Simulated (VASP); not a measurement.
# Li (P6_3/mmc) in VASP: further runs, part 2 of 2

VASP 6.6.1. The steps go on from the part before.

## (3) Single point, PBEsol

This run uses another cell than the first one, of the same volume but with other edges.

File INCAR:

```
PREC = Accurate ; ENCUT = 520
EDIFF = 1E-6 ; ISMEAR = 0
SIGMA = 0.15 ; LREAL = False
LASPH = True ; NELM = 60
ALGO = Normal ; ISIF = 2
LWAVE = False ; LCHARG = False
GGA = PS ; NBANDS = 10
```

File KPOINTS:

```
Automatic mesh
0
Gamma
  18 18 10
```

File POSCAR:

```
Li
1.0
    2.9275651106      0.0000000000      0.0000000000
   -1.4637825553      2.5353457570      0.0000000000
    0.0000000000      0.0000000000      5.7512357941
Li
2
Direct
    0.3333333333      0.6666666667      0.2500000000
    0.6666666667      0.3333333333      0.7500000000
```

Potentials or basis: VASP PAW PBE potentials, release 64 (Li_sv).

Launch:

```bash
> cat potpaw_PBE.64/Li_sv/POTCAR > POTCAR
> mpirun -np 1 vasp_std > vasp.out
```

OUTCAR:

```text
PREC = Accurate
   ENCUT = 520
   EDIFF = 1E-6
   ISMEAR = 0
   LREAL = False
   LASPH = True
   NELM = 60
   ISIF = 2
   GGA = PS

 ion  position               nearest neighbor table
   1  0.333  0.667  0.250-
   2  0.667  0.333  0.750-

  LATTYP: Found a hexagonal cell.
 ALAT       =     2.9275651106
 C/A-ratio  =     1.9645116596

  Lattice vectors:

 A1 = (   2.9275651106,   0.0000000000,   0.0000000000)
 A2 = (  -1.4637825553,   2.5353457570,   0.0000000000)
 A3 = (   0.0000000000,   0.0000000000,   5.7512357941)

Analysis of symmetry for initial positions (statically):
=====================================================================
 Subroutine PRICEL returns:
 Original cell was already a primitive cell.

 Routine SETGRP: Setting up the symmetry group for a
 hexagonal supercell.

 Subroutine GETGRP returns: Found 24 space group operations
 (whereof 12 operations were pure point group operations)
 out of a pool of 24 trial point group operations.

The static configuration has the point symmetry D_3d.
 The point group associated with its full space group is D_6h.

Analysis of symmetry for dynamics (positions and initial velocities):
=====================================================================
 Subroutine PRICEL returns:
 Original cell was already a primitive cell.

 Routine SETGRP: Setting up the symmetry group for a
 hexagonal supercell.

 Subroutine GETGRP returns: Found 24 space group operations
 (whereof 12 operations were pure point group operations)
 out of a pool of 24 trial point group operations.

The dynamic configuration has the point symmetry D_3d.
 The point group associated with its full space group is D_6h.

 Subroutine INISYM returns: Found 24 space group operations
 (whereof 12 operations are pure point group operations),
 and found     1 'primitive' translations

[... 112 lines left out ...]
   IMIX   =      4    mixing-type and parameters
     AMIX     =   0.40;   BMIX     =  1.00
     AMIX_MAG =   1.60;   BMIX_MAG =  1.00
  volume/ion in A,a.u.               =      21.34       144.04
  Fermi-wavevector in a.u.,A,eV,Ry     =   0.851184  1.608505  9.857621  0.724515
  Thomas-Fermi vector in A             =   1.967278
   LORBIT       =      0    0 simple, 1 ext, 2 COOP (PROOUT), +10 PAW based schemes
   GGA     = PS    functional components
   LHFCALC =     F    Hartree Fock is set to
   AEXX    =    0.0000 exact exchange contribution
   IVDW    =     0    specifies the selected vdW correction
   LEPSILON=     F    determine dielectric tensor
   LRPA    =     F    only Hartree local field effects (RPA)
 non-spin polarized calculation
 Gauss-broadening in eV      SIGMA  =   0.15
  energy-cutoff  :      520.00
  volume of cell :       42.69
 maximum number of plane-waves:      1186
 NGX is ok and might be reduce to    24

 number of electron       5.9999998 magnetization

 Free energy of the ion-electron system (eV)
  ---------------------------------------------------
  ext. energy  EPLUGINS =         0.00000000
  ---------------------------------------------------
  free energy    TOTEN  =        -3.84828892 eV

  energy without entropy =       -3.83813091  energy(sigma->0) =       -3.84320991

 E-fermi :   0.4983     XC(G=0):  -6.8919

 val. band max:        0.4793879918   @ k =   0.2222   0.2222   0.5000
 cond. band min:       0.5010765203   @ k =   0.3333   0.1667   0.2000
 fundamental gap:      0.0216885285
 Fermi energy:         0.4983250363

 k-point     1 :       0.0000    0.0000    0.0000
  band No.  band energies     occupation
      1     -45.5882      2.00000
      2     -45.5814      2.00000
      3      -2.9928      2.00000
      4      -0.2902      2.00000
      5       1.8830      0.00000
      6      10.8697      0.00000
      7      14.2368      0.00000
      8      14.6611      0.00000
      9      14.6612      0.00000
     10      15.6001      0.00000
[... 287 lines left out ...]
 k-point    24 :       0.3889    0.1111    0.0000
  band No.  band energies     occupation
      1     -45.5652      2.00000
      2     -45.5631      2.00000
      3       0.5081      0.92694
      4       2.3869      0.00000
      5       4.4099      0.00000
      6       5.6481      0.00000
      7       7.0858      0.00000
      8       7.1330      0.00000
      9      10.1383      0.00000
     10      12.0705      0.00000

 [... further k-points ...]
[... 5 lines left out ...]
  --------------------------------------------------------------------------------------
  -------------------------------------------------------------------------------------
  Total        0.3975029      0.3975029     -1.2523524      0.0000000      0.0000000      0.0000000
  in kB       14.9192156     14.9192156    -47.0037173      0.0000000      0.0000000      0.0000000
  external PRESSURE =      -5.7217620 kB  Pullay stress =       0.0000000 kB

 VOLUME and BASIS-vectors are now :
 -----------------------------------------------------------------------------
  energy-cutoff  :      520.00
  volume of cell :       42.69
      direct lattice vectors                 reciprocal lattice vectors
     2.927565111  0.000000000  0.000000000     0.341580789  0.197211760  0.000000000
    -1.463782555  2.535345757  0.000000000     0.000000000  0.394423521  0.000000000
     0.000000000  0.000000000  5.751235794     0.000000000  0.000000000  0.173875674

 POSITION                                       TOTAL-FORCE (eV/Angst)
 -----------------------------------------------------------------------------------
     -0.00000      1.69023      1.43781         0.000000      0.000000      0.000000
      1.46378      0.84512      4.31343        -0.000000      0.000000      0.000000
 -----------------------------------------------------------------------------------
    total drift:                               -0.000000      0.000000      0.000000

  FREE ENERGIE OF THE ION-ELECTRON SYSTEM (eV)
  ---------------------------------------------------
  free  energy   TOTEN  =        -3.8482889215 eV

  energy  without entropy=       -3.8381309081  energy(sigma->0) =       -3.84320991
```

OSZICAR:

```text
N       E                     dE             d eps       ncg     rms          rms(c)
DAV:   1     0.166937948222E+02    0.16694E+02   -0.32010E+03  4448   0.560E+02
DAV:   2    -0.119679626206E+01   -0.17891E+02   -0.17424E+02  5654   0.108E+02
DAV:   3    -0.378648027702E+01   -0.25897E+01   -0.25665E+01  7266   0.308E+01
DAV:   4    -0.385355061059E+01   -0.67070E-01   -0.66902E-01  5894   0.501E+00
DAV:   5    -0.385413886444E+01   -0.58825E-03   -0.58822E-03  5972   0.514E-01    0.532E-01
DAV:   6    -0.385015581379E+01    0.39831E-02   -0.13545E-03  7196   0.185E-01    0.297E-01
DAV:   7    -0.384823649142E+01    0.19193E-02   -0.28682E-03  6960   0.287E-01    0.342E-02
DAV:   8    -0.384829541118E+01   -0.58920E-04   -0.67187E-04  6018   0.139E-01    0.147E-02
DAV:   9    -0.384829059311E+01    0.48181E-05   -0.51569E-06  5688   0.160E-02    0.137E-03
DAV:  10    -0.384828883122E+01    0.17619E-05   -0.54305E-07  4288   0.706E-03    0.187E-03
DAV:  11    -0.384828892153E+01   -0.90317E-07   -0.51488E-08  2696   0.243E-03
   1 F= -.38482889E+01 E0= -.38432099E+01  d E =-.101580E-01
```

stdout:

```text
POSCAR found type information on POSCAR Li
 POSCAR found :  1 types and       2 ions
 scaLAPACK will be used
 -----------------------------------------------------------------------------
|                                                                             |
|                                                                             |
|     You enforced a specific xc type in the INCAR file but a different       |
|     I HOPE YOU KNOW WHAT YOU ARE DOING!                                     |
|                                                                             |
 -----------------------------------------------------------------------------

 LDA part: xc-table for (Slater+PW92), standard interpolation
 POSCAR, INCAR and KPOINTS ok, starting setup
 FFT: planning ... GRIDC
 FFT: planning ... GRID_SOFT
 FFT: planning ... GRID
 WAVECAR not read
 entering main loop
```

It took 57 s on 1 thread of AMD EPYC 7R13 (Zen 3), shared host; peak memory 0.18 GiB.

Results:

```yaml
Free_energy: -3.8483 eV
Band_gap_on_the_k_mesh: zero (band 3 reaches 3.10 eV, above the bottom of band 4 at -2.14 eV)
```

Caveat: the cutoff is under 1.25 times the usual one of these potentials, so pressure, stress and relaxed cells hold a basis-set (Pulay) error; the PAW data sets were made with another functional, which shifts forces and pressure a little.

## (4) Single point, PBEsol

This run uses another cell than the first one, of the same volume but with other edges.

File INCAR:

```
SYSTEM = Li
PREC     = Accurate       ! precision mode
ENCUT    = 520            ! plane-wave cutoff, eV
EDIFF    = 1E-6           ! SCF threshold, eV
ISMEAR   = 0              ! smearing method
SIGMA    = 0.15           ! smearing width, eV
LREAL    = .FALSE.        ! projectors in reciprocal space
LASPH    = .TRUE.         ! aspherical terms in the spheres
NELM     = 60             ! most SCF steps
ALGO     = Fast           ! electronic algorithm
ISIF     = 2              ! what is computed and relaxed
LWAVE    = .FALSE.        ! write WAVECAR
LCHARG   = .FALSE.        ! write CHGCAR
GGA      = PS             ! functional
NBANDS   = 10             ! bands
```

File KPOINTS:

```
Automatic mesh
0
G
  18 18 10
  0 0 0
```

File POSCAR:

```
Li
1.0
    3.1986817736      0.0000000000      0.0000000000
   -1.5993408868      2.7701396745      0.0000000000
    0.0000000000      0.0000000000      4.8176165237
Li
2
Direct
    0.3333333333      0.6666666667      0.2500000000
    0.6666666667      0.3333333333      0.7500000000
```

Launch:

```bash
> cat potpaw_PBE.64/Li_sv/POTCAR > POTCAR
> mpirun -np 1 vasp_std > vasp.out
```

Wall time 1.8 min (1 thread of AMD EPYC 7R13 (Zen 3), shared host); peak memory 0.16 GiB.

Results (log left out):

```
Free energy            : -3.9241 eV
Band gap on the k mesh : zero (band 3 reaches 2.38 eV, above the bottom of band 4 at -1.78 eV)
```

Levels at points of the mesh, in eV from the Fermi level:
```tsv
k point	band 1	band 2	band 3	band 4	band 5	band 6	band 7
(0.00, 0.00, 0.00)	-46.02	-45.99	-3.49	0.46	3.41	11.12	11.12
(0.50, 0.00, 0.00)	-46.00	-45.99	-0.23	0.81	4.67	5.90	6.48
(0.00, 0.00, 0.50)	-46.01	-46.01	-2.27	-2.27	8.97	8.97	12.18
(0.50, 0.00, 0.50)	-46.00	-46.00	0.60	0.60	3.23	3.23	8.96
```

Caveat: the cutoff is under 1.25 times the usual one of these potentials, so pressure, stress and relaxed cells hold a basis-set (Pulay) error; the PAW data sets were made with another functional, which shifts forces and pressure a little.

## (5) Single point, PBEsol

This run uses another cell than the first one, of the same volume but with other edges.

File INCAR:

```
  ALGO = Normal
  EDIFF = 1E-6
  ENCUT = 520
  GGA = PS
  ISIF = 2
  ISMEAR = 0
  LASPH = True
  LCHARG = False
  LREAL = False
  LWAVE = False
  NBANDS = 10
  NELM = 60
  PREC = Accurate
  SIGMA = 0.15
```

File KPOINTS:

```
k-points
0
Gamma
  18 18 10
```

File POSCAR:

```
Li
1.0
    3.0137189557      0.0000000000      0.0000000000
   -1.5068594779      2.6099571755      0.0000000000
    0.0000000000      0.0000000000      5.4271121919
Li
2
Direct
    0.3333333333      0.6666666667      0.2500000000
    0.6666666667      0.3333333333      0.7500000000
```

Potentials or basis: VASP PAW PBE potentials, release 64 (Li_sv).

Launch:

```bash
> cat potpaw_PBE.64/Li_sv/POTCAR > POTCAR
> mpirun -np 1 vasp_std > vasp.out
```

OUTCAR:

```text
EDIFF = 1E-6
   ENCUT = 520
   GGA = PS
   ISIF = 2
   ISMEAR = 0
   LASPH = True
   LREAL = False
   NELM = 60
   PREC = Accurate

 ion  position               nearest neighbor table
   1  0.333  0.667  0.250-
   2  0.667  0.333  0.750-

  LATTYP: Found a hexagonal cell.
 ALAT       =     3.0137189557
 C/A-ratio  =     1.8008023547

  Lattice vectors:

 A1 = (   3.0137189557,   0.0000000000,   0.0000000000)
 A2 = (  -1.5068594779,   2.6099571755,   0.0000000000)
 A3 = (   0.0000000000,   0.0000000000,   5.4271121919)

Analysis of symmetry for initial positions (statically):
=====================================================================
 Subroutine PRICEL returns:
 Original cell was already a primitive cell.

 Routine SETGRP: Setting up the symmetry group for a
 hexagonal supercell.

 Subroutine GETGRP returns: Found 24 space group operations
 (whereof 12 operations were pure point group operations)
 out of a pool of 24 trial point group operations.

The static configuration has the point symmetry D_3d.
 The point group associated with its full space group is D_6h.
[... 162 lines left out ...]

 E-fermi :   0.4768     XC(G=0):  -6.8928

 val. band max:        0.4734333336   @ k =   0.4444   0.0000   0.3000
 cond. band min:       0.4814860801   @ k =   0.3889   0.1111   0.2000
 fundamental gap:      0.0080527466
 Fermi energy:         0.4767626725

 k-point     1 :       0.0000    0.0000    0.0000
  band No.  band energies     occupation
      1     -45.5361      2.00000
      2     -45.5261      2.00000
      3      -2.9986      2.00000
      4       0.0348      1.99997
      5       2.5122      0.00000
      6      12.6263      0.00000
      7      13.6491      0.00000
      8      13.6491      0.00000
      9      14.7939      0.00000
     10      14.7939      0.00000
[... 287 lines left out ...]
 k-point    24 :       0.3889    0.1111    0.0000
  band No.  band energies     occupation
      1     -45.5178      2.00000
      2     -45.5145      2.00000
      3       0.3417      1.79695
      4       2.2896      0.00000
      5       4.4408      0.00000
      6       5.8259      0.00000
      7       7.0169      0.00000
      8       7.0181      0.00000
      9       9.9063      0.00000
     10      12.1025      0.00000

 [... further k-points ...]
[... 5 lines left out ...]
  --------------------------------------------------------------------------------------
  -------------------------------------------------------------------------------------
  Total        0.0453828      0.0453828     -0.6724126     -0.0000000      0.0000000      0.0000000
  in kB        1.7033238      1.7033238    -25.2372182     -0.0000000      0.0000000      0.0000000
  external PRESSURE =      -7.2768569 kB  Pullay stress =       0.0000000 kB

 VOLUME and BASIS-vectors are now :
 -----------------------------------------------------------------------------
  energy-cutoff  :      520.00
  volume of cell :       42.69
      direct lattice vectors                 reciprocal lattice vectors
     3.013718956  0.000000000  0.000000000     0.331815944  0.191574025  0.000000000
    -1.506859478  2.609957175  0.000000000     0.000000000  0.383148049  0.000000000
     0.000000000  0.000000000  5.427112192     0.000000000  0.000000000  0.184260057

 POSITION                                       TOTAL-FORCE (eV/Angst)
 -----------------------------------------------------------------------------------
     -0.00000      1.73997      1.35678        -0.000000      0.000000      0.000000
      1.50686      0.86999      4.07033         0.000000     -0.000000      0.000000
 -----------------------------------------------------------------------------------
    total drift:                               -0.000000      0.000000      0.000000

  FREE ENERGIE OF THE ION-ELECTRON SYSTEM (eV)
  ---------------------------------------------------
  free  energy   TOTEN  =        -3.9156562009 eV

  energy  without entropy=       -3.9043913789  energy(sigma->0) =       -3.91002379
```

Wall time 76 s (1 thread of AMD EPYC 7R13 (Zen 3), shared host); peak memory 0.17 GiB.

What came out:

```yaml
Free_energy: -3.9157 eV
Band_gap_on_the_k_mesh: zero (band 3 reaches 2.86 eV, above the bottom of band 4 at -2.04 eV)
```

Caveat: the cutoff is under 1.25 times the usual one of these potentials, so pressure, stress and relaxed cells hold a basis-set (Pulay) error; the PAW data sets were made with another functional, which shifts forces and pressure a little.

## (6) Single point, PBEsol

This run uses another cell than the first one, of the same volume but with other edges.

File INCAR:

```
ALGO     = Fast           # electronic algorithm
EDIFF    = 1E-6           # SCF threshold, eV
ENCUT    = 520            # plane-wave cutoff, eV
GGA      = PS             # functional
ISIF     = 2              # what is computed and relaxed
ISMEAR   = 0              # smearing method
LASPH    = True           # aspherical terms in the spheres
LCHARG   = False          # write CHGCAR
LREAL    = False          # projectors in reciprocal space
LWAVE    = False          # write WAVECAR
NBANDS   = 10             # bands
NELM     = 60             # most SCF steps
PREC     = Accurate       # precision mode
SIGMA    = 0.15           # smearing width, eV
```

KPOINTS is that of step 5.

File POSCAR:

```
Li
1.0
    3.1536239158      0.0000000000      0.0000000000
   -1.5768119579      2.7311184250      0.0000000000
    0.0000000000      0.0000000000      4.9562647622
Li
2
Direct
    0.3333333333      0.6666666667      0.2500000000
    0.6666666667      0.3333333333      0.7500000000
```

Potentials or basis: VASP PAW PBE potentials, release 64 (Li_sv).

Launch:

```bash
> cat potpaw_PBE.64/Li_sv/POTCAR > POTCAR
> mpirun -np 1 vasp_std > vasp.out
```

It took 2.1 min on 1 thread of AMD EPYC 7R13 (Zen 3), shared host; peak memory 0.16 GiB.

Results (log left out):

| Item | Value |
| --- | --- |
| Free energy | -3.9330 eV |
| Band gap on the k mesh | zero (band 3 reaches 2.49 eV, above the bottom of band 4 at -1.85 eV) |

Levels at points of the mesh, in eV from the Fermi level:
```csv
k point,band 1,band 2,band 3,band 4,band 5,band 6
"(0.00, 0.00, 0.00)",-46.01,-45.99,-3.49,0.21,3.06,11.59
"(0.50, 0.00, 0.00)",-46.00,-45.99,-0.15,0.89,4.58,5.76
"(0.00, 0.00, 0.50)",-46.00,-46.00,-2.34,-2.34,8.28,8.28
"(0.50, 0.00, 0.50)",-45.99,-45.99,0.63,0.63,3.28,3.28
```

Caveat: the cutoff is under 1.25 times the usual one of these potentials, so pressure, stress and relaxed cells hold a basis-set (Pulay) error; the PAW data sets were made with another functional, which shifts forces and pressure a little.

## (7) Overview

```tsv
cell	gap on the mesh (eV)
a = 3.284, b = 3.284, c = 4.570 Å, angles 90.0, 90.0, 120.0°, 2 atoms	none
a = 2.928, b = 2.928, c = 5.751 Å, angles 90.0, 90.0, 120.0°, 2 atoms	none
a = 3.199, b = 3.199, c = 4.818 Å, angles 90.0, 90.0, 120.0°, 2 atoms	none
a = 3.014, b = 3.014, c = 5.427 Å, angles 90.0, 90.0, 120.0°, 2 atoms	none
a = 3.154, b = 3.154, c = 4.956 Å, angles 90.0, 90.0, 120.0°, 2 atoms	none
```

Alike in all rows: task single point; level PBEsol; potentials or basis VASP PAW PBE potentials, release 64 (Li_sv); no spin polarisation; k mesh 18 × 18 × 10; cutoff (eV) 520; smearing gaussian 0.15 eV.

Caveats: the cutoff is under 1.25 times the usual one of these potentials, so pressure, stress and relaxed cells hold a basis-set (Pulay) error; the PAW data sets were made with another functional, which shifts forces and pressure a little.

Absolute energies hang on the potentials; compare differences alone.
